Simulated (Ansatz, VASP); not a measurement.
Two plane-wave programs on GaSb

The input INCAR:

```
ALGO = Normal ; EDIFF = 1E-7
ENCUT = 520 ; GGA = PE
ISIF = 2 ; ISMEAR = -1
LASPH = True ; LCHARG = False
LREAL = False ; LWAVE = False
NBANDS = 16 ; NELM = 80
PREC = Accurate ; SIGMA = 0.02
```

Contents of KPOINTS:

```
k-points
0
Gamma
  8 8 8
```

File POSCAR:

```
GaSb
1.0
    0.0000000000      2.9892318294      3.1295474612
    2.9892318294      0.0000000000      3.1295474612
    2.9892318294      2.9892318294      0.0000000000
Ga Sb
1 1
Direct
    0.0000000000      0.0000000000      0.0000000000
    0.2500000000      0.2500000000      0.2500000000
```

Input for Ansatz:

```yaml
crystal:
  lattice:
    - [0.0, 2.9892318294, 3.1295474612]
    - [2.9892318294, 0.0, 3.1295474612]
    - [2.9892318294, 2.9892318294, 0.0]
  atoms:
    - { symbol: Ga, position: [0.0, 0.0, 0.0] }
    - { symbol: Sb, position: [0.25, 0.25, 0.25] }
kpoints:
  mp_grid: { grid: [8, 8, 8] }
  band_path:
    path:
      - [0.0, 0.0, 0.0]
      - [-0.5, -0.5, 0.0]
      - [-0.375, -0.375, 0.25]
      - [-0.375, 0.0, 0.375]
      - [0.0, 0.0, 0.5]
      - [-0.5, -0.25, 0.25]
    npoints: 1
hamiltonian:
  xc: pbe
scf:
  occupations: { method: fermi_dirac, width: 0.02 }
  n_extra_bands: 4
output:
  forces: true
  stress: true
  eigenvalues: true
```

Change from the starting cell: epitaxial_xy strain -2.5%.

Alike in both runs: task single point; functional PBE; k mesh 8 × 8 × 8; occupations fermi-dirac, width 0.02 eV; no spin polarisation.

|  | VASP | Ansatz |
| --- | --- | --- |
| version | VASP 6.6.1 | Ansatz 0.2.0 |
| potentials or method | VASP PAW PBE potentials, release 64 (Ga_d, Sb) | plane waves, PAW |
| plane-wave cutoff (eV) | 520 | 420 |
| valence electrons in the cell | 18 | 28 |

|  | VASP | Ansatz | Ansatz less VASP |
| --- | --- | --- | --- |
| pressure (GPa) | 3.7 | 3.6 | -0.09 |
| traceless stress, the component that is largest in VASP (GPa) | -1.46 | -1.46 | -0.002 |

The functional is the same, so the differences come from potentials, cutoffs and numerics. VASP's potentials hold 18 valence electrons a cell and Ansatz's 28, so a difference there can come from the potentials and not from the codes.

Neither program's run includes spin-orbit coupling.
